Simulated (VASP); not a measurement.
Wanted: the native input for a VASP 6.6.1 run.

```
Task                   : single point
Functional             : PBEsol
Potentials or basis    : VASP PAW PBE potentials, release 64 (Hf_pv, C)
Cutoff                 : 520 eV
k mesh                 : 18 × 18 × 18
Occupations            : gaussian, width 0.15 eV
Spin                   : no spin polarisation
Dipole correction      : no
Further INCAR settings : ALGO = Normal; EDIFF = 1e-06; NBANDS = 14
```

The structure of HfC lies in POSCAR:

```
HfC
1.0
    0.0000000000      2.3250000000      2.3250000000
    2.3250000000      0.0000000000      2.3250000000
    2.3250000000      2.3250000000      0.0000000000
Hf C
1 1
Direct
    0.5000000000      0.5000000000      0.5000000000
    0.0000000000      0.0000000000      0.0000000000
```

One way to write it, as run:

INCAR

```
SYSTEM = HfC
  ALGO = Normal
  EDIFF = 1E-6
  ENCUT = 520
  GGA = PS
  ISIF = 2
  ISMEAR = 0
  LASPH = .TRUE.
  LCHARG = .FALSE.
  LREAL = .FALSE.
  LWAVE = .FALSE.
  NBANDS = 14
  NELM = 60
  PREC = Accurate
  SIGMA = 0.15
```

KPOINTS

```
k-points
0
G
  18 18 18
  0 0 0
```

Potentials or basis: VASP PAW PBE potentials, release 64 (Hf_pv, C).

Run with:

```sh
$ cat potpaw_PBE.64/Hf_pv/POTCAR potpaw_PBE.64/C/POTCAR > POTCAR
$ mpirun -np 1 vasp_std > vasp.out
```

Results of the run:

```yaml
Pressure: -7.0 GPa
Band_gap_on_the_k_mesh: zero (band 7 reaches 6.83 eV, above the bottom of band 8 at 5.39 eV)
```

Caveat: the PAW data sets were made with another functional, which shifts forces and pressure a little; spin-orbit coupling is left out, which moves the levels of the heavy elements.

It took 15 s on 1 thread of Intel(R) Xeon(R) 6975P-C (Granite Rapids) (shared host), peak memory 0.19 GiB.
